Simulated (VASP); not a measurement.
# NaF (Fm-3m) in VASP: notebook

Runs on NaF. Level: PBE. Tasks: single point.

Program: VASP 6.6.1. These are calculated values, not measurements. Logs are shortened: lines on timing, memory, paths and dates and some standing lists are left out, and cuts for length are marked.

### 1 The cell of the first run

The structure is cubic, space group Fm-3m (No. 225). Conventional cell: a = 4.467 Å, b = 4.467 Å, c = 4.467 Å, α = 90.00°, β = 90.00°, γ = 90.00°. Within 3.0 Å of Na (site symmetry m-3m) lie 6 F at 2.23 Å. Within 3.0 Å of F (site symmetry m-3m) lie 6 Na at 2.23 Å.

### 2 Single point, PBE

INCAR reads:

```
SYSTEM = NaF
ALGO = Normal
EDIFF = 1E-6
ENCUT = 600
GGA = PE
GGA_COMPAT = .FALSE.
ISIF = 2
ISMEAR = 0
LASPH = .TRUE.
LCHARG = .TRUE.
LELF = .TRUE.
LREAL = .FALSE.
LVHAR = .TRUE.
LWAVE = .FALSE.
NBANDS = 14
NELM = 120
PREC = Accurate
SIGMA = 0.01
```

KPOINTS reads:

```
k-points
0
G
  4 4 4
  0 0 0
```

POSCAR reads:

```
NaF
1.0
    0.0000000000      2.2334563300      2.2334563300
    2.2334563300      0.0000000000      2.2334563300
    2.2334563300      2.2334563300      0.0000000000
Na F
1 1
Direct
    0.0000000000      0.0000000000      0.0000000000
    0.5000000000      0.5000000000      0.5000000000
```

Potentials or basis: VASP PAW PBE potentials, release 64 (Na_pv, F).

On the command line:

```bash
> cat potpaw_PBE.64/Na_pv/POTCAR potpaw_PBE.64/F/POTCAR > POTCAR
> mpirun -np 1 vasp_std > vasp.out
```

OUTCAR:

```text
SYSTEM = NaF
   EDIFF = 1E-6
   ENCUT = 600
   GGA = PE
   ISIF = 2
   ISMEAR = 0
   LASPH = .TRUE.
   LREAL = .FALSE.
   NELM = 120
   PREC = Accurate

 ion  position               nearest neighbor table
   1  0.000  0.000  0.000-   2 2.23   2 2.23   2 2.23   2 2.23   2 2.23   2 2.23
   2  0.500  0.500  0.500-   1 2.23   1 2.23   1 2.23   1 2.23   1 2.23   1 2.23

  LATTYP: Found a face centered cubic cell.
 ALAT       =     4.4669126600

  Lattice vectors:

 A1 = (   0.0000000000,   2.2334563300,   2.2334563300)
 A2 = (   2.2334563300,   0.0000000000,   2.2334563300)
 A3 = (   2.2334563300,   2.2334563300,   0.0000000000)

Analysis of symmetry for initial positions (statically):
=====================================================================
 Subroutine PRICEL returns:
 Original cell was already a primitive cell.

 Routine SETGRP: Setting up the symmetry group for a
 face centered cubic supercell.

 Subroutine GETGRP returns: Found 48 space group operations
 (whereof 48 operations were pure point group operations)
 out of a pool of 48 trial point group operations.

The static configuration has the point symmetry O_h .

Analysis of symmetry for dynamics (positions and initial velocities):
=====================================================================
 Subroutine PRICEL returns:
 Original cell was already a primitive cell.

 Routine SETGRP: Setting up the symmetry group for a
 face centered cubic supercell.

 Subroutine GETGRP returns: Found 48 space group operations
 (whereof 48 operations were pure point group operations)
 out of a pool of 48 trial point group operations.

The dynamic configuration has the point symmetry O_h .

 Subroutine INISYM returns: Found 48 space group operations
 (whereof 48 operations are pure point group operations),
 and found     1 'primitive' translations

----------------------------------------------------------------------------------------

                                     Primitive cell

  volume of cell :      22.2824

  direct lattice vectors                    reciprocal lattice vectors
     0.000000000  2.233456330  2.233456330    -0.223868268  0.223868268  0.223868268
     2.233456330  0.000000000  2.233456330     0.223868268 -0.223868268  0.223868268
     2.233456330  2.233456330  0.000000000     0.223868268  0.223868268 -0.223868268

  length of vectors
     3.158584233  3.158584233  3.158584233     0.387751214  0.387751214  0.387751214

  position of ions in fractional coordinates (direct lattice)
     0.000000000  0.000000000  0.000000000
     0.500000000  0.500000000  0.500000000

  ion indices of the primitive-cell ions
   primitive index   ion index
                 1           1
                 2           2

----------------------------------------------------------------------------------------

 KPOINTS: k-points

Automatic generation of k-mesh.
 Grid dimensions read from file:
 generate k-points for:    4    4    4

 Generating k-lattice:

  Cartesian coordinates                     Fractional coordinates (reciprocal lattice)
    -0.055967067  0.055967067  0.055967067     0.250000000  0.000000000  0.000000000
     0.055967067 -0.055967067  0.055967067     0.000000000  0.250000000  0.000000000
     0.055967067  0.055967067 -0.055967067     0.000000000  0.000000000  0.250000000

  Length of vectors
     0.096937804  0.096937804  0.096937804

  Shift w.r.t. Gamma in fractional coordinates (k-lattice)
     0.000000000  0.000000000  0.000000000

 Subroutine IBZKPT returns following result:
 ===========================================

 Found      8 irreducible k-points:

 Following reciprocal coordinates:
            Coordinates               Weight
  0.000000  0.000000  0.000000      1.000000
  0.250000  0.000000  0.000000      8.000000
  0.500000  0.000000  0.000000      4.000000
  0.250000  0.250000  0.000000      6.000000
  0.500000  0.250000  0.000000     24.000000
 -0.250000  0.250000  0.000000     12.000000
  0.500000  0.500000  0.000000      3.000000
 -0.250000  0.500000  0.250000      6.000000
   k-points           NKPTS =      8   k-points in BZ     NKDIM =      8   number of bands    NBANDS=     14
   number of dos      NEDOS =    301   number of ions     NIONS =      2
   total plane-waves  NPLWV =  21952
   dimension x,y,z NGX =    28 NGY =   28 NGZ =   28
   dimension x,y,z NGXF=    56 NGYF=   56 NGZF=   56
   ions per type =               1   1
   NGX,Y,Z   is equivalent  to a cutoff of  14.74, 14.74, 14.74 a.u.
   NGXF,Y,Z  is equivalent  to a cutoff of  29.47, 29.47, 29.47 a.u.
 SYSTEM =  NaF
   PREC   = accura    normal or accurate (medium, high low for compatibility)
   ISTART =      0    job   : 0-new  1-cont  2-samecut
   ICHARG =      2    charge: 1-file 2-atom 10-const
   ISPIN  =      1    spin polarized calculation?
   LNONCOLLINEAR =      F non collinear calculations
   LSORBIT =      F    spin-orbit coupling
   LASPH  =      T    aspherical Exc in radial PAW
   ENCUT  =  600.0 eV  44.10 Ry    6.64 a.u.   6.31  6.31  6.31*2*pi/ulx,y,z
   NELM   =    120;   NELMIN=  2; NELMDL= -5     # of ELM steps
   EDIFF  = 0.1E-05   stopping-criterion for ELM
   LREAL  =      F    real-space projection
   EDIFFG = 0.1E-04   stopping-criterion for IOM
   NSW    =      0    number of steps for IOM
   IBRION =     -1    ionic relax: 0-MD 1-quasi-New 2-CG
   NFREE  =      0    steps in history (QN), initial steepest desc. (CG)
   ISIF   =      2    stress and relaxation
   ISYM   =      2    0-nonsym 1-usesym 2-fastsym
   POTIM  = 0.5000    time-step for ionic-motion
   TEBEG  =    0.0;   TEEND  =   0.0 temperature during run
   PSTRESS=    0.0 pullay stress
   NELECT =      14.0000    total number of electrons
   NUPDOWN=      -1.0000    fix difference up-down
   EMIN   =  10.00;   EMAX   =-10.00  energy-range for DOS
   EFERMI =   0.00;   METHOD = LEGACY
   ISMEAR =     0;   SIGMA  =   0.01  broadening in eV -4-tet -1-fermi 0-gaus
   EFERMI_NEDOS =   21; number of points for ismear=-14 and -15
   IALGO  =     38    algorithm
   IMIX   =      4    mixing-type and parameters
     AMIX     =   0.40;   BMIX     =  1.00
     AMIX_MAG =   1.60;   BMIX_MAG =  1.00
  volume/ion in A,a.u.               =      11.14        75.18
  Fermi-wavevector in a.u.,A,eV,Ry     =   1.402157  2.649693 26.749664  1.966045
  Thomas-Fermi vector in A             =   2.524947
   LORBIT       =      0    0 simple, 1 ext, 2 COOP (PROOUT), +10 PAW based schemes
   GGA     = PE    functional components
   LHFCALC =     F    Hartree Fock is set to
   AEXX    =    0.0000 exact exchange contribution
   IVDW    =     0    specifies the selected vdW correction
   LEPSILON=     F    determine dielectric tensor
   LRPA    =     F    only Hartree local field effects (RPA)
 non-spin polarized calculation
 Gauss-broadening in eV      SIGMA  =   0.01
  energy-cutoff  :      600.00
  volume of cell :       22.28
 maximum number of plane-waves:       754
 NGX is ok and might be reduce to    28
   NGX = 13   NGY = 13   NGZ = 13

 number of electron      14.0000002 magnetization

 Free energy of the ion-electron system (eV)
  ---------------------------------------------------
  ext. energy  EPLUGINS =         0.00000000
  ---------------------------------------------------
  free energy    TOTEN  =        -8.46926224 eV

  energy without entropy =       -8.46926224  energy(sigma->0) =       -8.46926224

 E-fermi :  -1.5052     XC(G=0):  -9.6935

 val. band max:       -1.5611351901   @ k =   0.0000   0.0000   0.0000
 cond. band min:       5.3778565724   @ k =   0.0000   0.0000   0.0000
 fundamental gap:      6.9389917625
 Fermi energy:        -1.5052127510

 k-point     1 :       0.0000    0.0000    0.0000
  band No.  band energies     occupation
      1     -20.9399      2.00000
      2     -20.1949      2.00000
      3     -20.1949      2.00000
      4     -20.1949      2.00000
      5      -1.5611      2.00000
      6      -1.5611      2.00000
      7      -1.5611      2.00000
      8       5.3779      0.00000
      9      18.2061      0.00000
     10      18.2061      0.00000
     11      18.2061      0.00000
     12      21.3078      0.00000
     13      23.6111      0.00000
     14      23.6111      0.00000

 k-point     2 :       0.2500    0.0000    0.0000
  band No.  band energies     occupation
      1     -21.3040      2.00000
      2     -20.2029      2.00000
      3     -20.2029      2.00000
      4     -19.7383      2.00000
      5      -2.5961      2.00000
      6      -1.7222      2.00000
      7      -1.7222      2.00000
      8       7.3645      0.00000
      9      14.3226      0.00000
     10      19.1631      0.00000
     11      19.1631      0.00000
     12      22.5091      0.00000
     13      22.5091      0.00000
     14      24.5368      0.00000

 k-point     3 :       0.5000    0.0000    0.0000
  band No.  band energies     occupation
      1     -21.5214      2.00000
      2     -20.2108      2.00000
      3     -20.2108      2.00000
      4     -19.4248      2.00000
      5      -3.4031      2.00000
      6      -1.8783      2.00000
      7      -1.8783      2.00000
      8       9.9269      0.00000
      9      11.8799      0.00000
     10      19.7778      0.00000
     11      19.7778      0.00000
     12      22.7108      0.00000
     13      22.7108      0.00000
     14      23.8363      0.00000
[... 52 lines left out ...]
 k-point     7 :       0.5000    0.5000    0.0000
  band No.  band energies     occupation
      1     -20.6075      2.00000
      2     -20.4003      2.00000
      3     -20.2717      2.00000
      4     -20.2717      2.00000
      5      -3.0071      2.00000
      6      -2.0201      2.00000
      7      -2.0201      2.00000
      8      12.1110      0.00000
      9      12.5424      0.00000
     10      13.1859      0.00000
     11      19.6961      0.00000
     12      19.6961      0.00000
     13      24.1442      0.00000
     14      28.6236      0.00000

 k-point     8 :      -0.2500    0.5000    0.2500
  band No.  band energies     occupation
      1     -21.0271      2.00000
      2     -20.3355      2.00000
      3     -20.3355      2.00000
      4     -19.7964      2.00000
      5      -2.5576      2.00000
      6      -2.5576      2.00000
      7      -2.2361      2.00000
      8      12.4069      0.00000
      9      12.4069      0.00000
     10      14.9209      0.00000
     11      16.6454      0.00000
     12      23.3184      0.00000
     13      23.3184      0.00000
     14      26.9786      0.00000

------------------------ aborting loop because EDIFF is reached ----------------------------------------

  FORCE on cell =-STRESS in cart. coord.  units (eV):
  Direction    XX          YY          ZZ          XY          YZ          ZX
  --------------------------------------------------------------------------------------
  -------------------------------------------------------------------------------------
  Total        1.3379503      1.3379503      1.3379503      0.0000000      0.0000000     -0.0000000
  in kB       96.2029006     96.2029006     96.2029006      0.0000000      0.0000000     -0.0000000
  external PRESSURE =      96.2029006 kB  Pullay stress =       0.0000000 kB

 VOLUME and BASIS-vectors are now :
 -----------------------------------------------------------------------------
  energy-cutoff  :      600.00
  volume of cell :       22.28
      direct lattice vectors                 reciprocal lattice vectors
     0.000000000  2.233456330  2.233456330    -0.223868268  0.223868268  0.223868268
     2.233456330  0.000000000  2.233456330     0.223868268 -0.223868268  0.223868268
     2.233456330  2.233456330  0.000000000     0.223868268  0.223868268 -0.223868268

 POSITION                                       TOTAL-FORCE (eV/Angst)
 -----------------------------------------------------------------------------------
      0.00000      0.00000      0.00000         0.000000      0.000000      0.000000
      2.23346      2.23346      2.23346         0.000000      0.000000     -0.000000
 -----------------------------------------------------------------------------------
    total drift:                                0.000000      0.000000      0.000000

  FREE ENERGIE OF THE ION-ELECTRON SYSTEM (eV)
  ---------------------------------------------------
  free  energy   TOTEN  =        -8.4692622437 eV

  energy  without entropy=       -8.4692622437  energy(sigma->0) =       -8.46926224
```

Wall time 7.7 s (1 thread of Intel Xeon 8259CL, shared host); peak memory 0.14 GiB.

What came out:

```
Free energy            : -8.4693 eV
Pressure               : 9.6 GPa
Band gap on the k mesh : 6.94 eV
```

Caveat: the k points lie up to 0.61 Å⁻¹ apart.

### 3 Single point, PBE

INCAR reads:

```
ALGO = Normal
EDIFF = 1E-6
ENCUT = 600
GGA = PE
GGA_COMPAT = False
ISIF = 2
ISMEAR = 0
LASPH = True
LCHARG = True
LELF = True
LREAL = False
LVHAR = True
LWAVE = False
NBANDS = 14
NELM = 120
PREC = Accurate
SIGMA = 0.01
```

KPOINTS reads:

```
k-points
0
Gamma
  4 4 4
```

POSCAR is that of step 2.

Potentials or basis: VASP PAW PBE potentials, release 64 (Na_pv, F).

On the command line:

```bash
> cat potpaw_PBE.64/Na_pv/POTCAR potpaw_PBE.64/F/POTCAR > POTCAR
> mpirun -np 1 vasp_std > vasp.out
```

Wall time 10 s (1 thread of Intel Xeon 8259CL, shared host); peak memory 0.15 GiB.

The run converged. Its results:

- Free energy: -8.4693 eV
- Pressure: 9.6 GPa
- Band gap on the k mesh: 6.94 eV

Levels at points of the mesh, in eV from the valence-band top:
```tsv
k point	band 3	band 4	band 5	band 6	band 7	band 8	band 9	band 10	band 11	band 12
(0.00, 0.00, 0.00)	-18.63	-18.63	0.00	0.00	0.00	6.94	19.77	19.77	19.77	22.87
(0.50, 0.00, 0.00)	-18.65	-17.86	-1.84	-0.32	-0.32	11.49	13.44	21.34	21.34	24.27
(0.50, 0.50, 0.00)	-18.71	-18.71	-1.45	-0.46	-0.46	13.67	14.10	14.75	21.26	21.26
```

Caveat: the k points lie up to 0.61 Å⁻¹ apart.

### 4 Single point, PBE

This run uses another cell than the first one, of 11.85 Å³/atom.

INCAR reads:

```
SYSTEM = NaF
ALGO = Normal ; EDIFF = 1E-6
ENCUT = 600 ; GGA = PE
GGA_COMPAT = .FALSE. ; ISIF = 2
ISMEAR = 0 ; LASPH = .TRUE.
LCHARG = .FALSE. ; LREAL = .FALSE.
LWAVE = .FALSE. ; NBANDS = 14
NELM = 120 ; PREC = Accurate
SIGMA = 0.01
```

KPOINTS reads:

```
k-points
0
G
  4 4 4
  0 0 0
```

POSCAR reads:

```
NaF
1.0
    0.0000000000      2.2800000000      2.2800000000
    2.2800000000      0.0000000000      2.2800000000
    2.2800000000      2.2800000000      0.0000000000
Na F
1 1
Direct
    0.0000000000      0.0000000000      0.0000000000
    0.5000000000      0.5000000000      0.5000000000
```

On the command line:

```bash
> cat potpaw_PBE.64/Na_pv/POTCAR potpaw_PBE.64/F/POTCAR > POTCAR
> mpirun -np 1 vasp_std > vasp.out
```

It took 5.6 s on 1 thread of Intel Xeon 8259CL, shared host; peak memory 0.14 GiB.

It converged, with:

| Item | Value |
| --- | --- |
| Free energy | -8.5359 eV |
| Pressure | 4.9 GPa |
| Band gap on the k mesh | 6.57 eV |

Levels at points of the mesh, in eV from the valence-band top:
```tsv
k point	band 4	band 5	band 6	band 7	band 8	band 9	band 10	band 11
(0.00, 0.00, 0.00)	-18.81	0.00	0.00	0.00	6.57	19.32	19.32	19.32
(0.50, 0.00, 0.00)	-18.05	-1.70	-0.28	-0.28	11.09	12.89	20.64	20.64
(0.50, 0.50, 0.00)	-18.87	-1.35	-0.43	-0.43	13.47	13.56	14.09	20.41
```

Caveat: the k points lie up to 0.60 Å⁻¹ apart.

### 5 Single point, PBE

This run uses another cell than the first one, of 11.85 Å³/atom.

INCAR reads:

```
ALGO = Normal
EDIFF = 1E-6
ENCUT = 600
GGA = PE
GGA_COMPAT = F
ISIF = 2
ISMEAR = 0
LASPH = T
LCHARG = F
LREAL = F
LWAVE = F
NBANDS = 14
NELM = 120
PREC = Accurate
SIGMA = 0.01
```

KPOINTS reads:

```
k-points
0
Gamma
  4 4 4
```

POSCAR is that of step 4.

On the command line:

```bash
> cat potpaw_PBE.64/Na_pv/POTCAR potpaw_PBE.64/F/POTCAR > POTCAR
> mpirun -np 1 vasp_std > vasp.out
```

Run time: 8.8 s. Hardware: 1 thread of Intel Xeon 8259CL, shared host; peak memory 0.14 GiB.

Results (log left out):

```
Free energy            : -8.5359 eV
Pressure               : 4.9 GPa
Band gap on the k mesh : 6.57 eV
```

Levels at points of the mesh, in eV from the valence-band top:
| k point | band 4 | band 5 | band 6 | band 7 | band 8 | band 9 | band 10 | band 11 |
| --- | --- | --- | --- | --- | --- | --- | --- | --- |
| (0.00, 0.00, 0.00) | -18.81 | 0.00 | 0.00 | 0.00 | 6.57 | 19.32 | 19.32 | 19.32 |
| (0.50, 0.00, 0.00) | -18.05 | -1.70 | -0.28 | -0.28 | 11.09 | 12.89 | 20.64 | 20.64 |
| (0.50, 0.50, 0.00) | -18.87 | -1.35 | -0.43 | -0.43 | 13.47 | 13.56 | 14.09 | 20.41 |

Caveat: the k points lie up to 0.60 Å⁻¹ apart.
